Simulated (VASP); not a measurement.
Li: single point with PBE

Li:

```
Li
1.0
     0.00000    2.19856    2.19856
     2.19856    0.00000    2.19856
     2.19856    2.19856    0.00000
Li
1
Direct
  0.00000 0.00000 0.00000
```

This isn't the form of Li at room conditions, which is bcc.

```yaml
Program: VASP 6.6.1
Task: single point
Functional: PBE
Potentials_or_basis: VASP PAW PBE potentials, release 64 (Li_sv)
Cutoff: 520 eV
k_mesh: 8 × 8 × 8
Occupations: gaussian, width 0.05 eV
Spin: no spin polarisation
Dipole_correction: no
Further_INCAR_settings: ALGO = Fast; EDIFF = 1e-07; NBANDS = 8
```

| Quantity | Value |
| --- | --- |
| Band gap on the k mesh | zero (an odd number of electrons rules out a gap without spin polarisation) |

Levels at points of the mesh, in eV from the Fermi level:
| k point | band 1 | band 2 | band 3 | band 4 | band 5 | band 6 | band 7 |
| --- | --- | --- | --- | --- | --- | --- | --- |
| (0.00, 0.00, 0.00) | -46.42 | -3.31 | 14.06 | 14.06 | 14.06 | 17.88 | 17.88 |
| (0.50, 0.00, 0.00) | -46.41 | 0.19 | 2.96 | 12.40 | 12.40 | 16.28 | 16.28 |
| (0.50, 0.50, 0.00) | -46.40 | 1.68 | 4.73 | 8.36 | 8.36 | 10.51 | 14.93 |

Wall time 10 s on 1 thread of Intel(R) Xeon(R) Platinum 8259CL CPU @ 2.50GHz (Skylake/Cascade Lake) (shared host), peak memory 0.13 GiB.
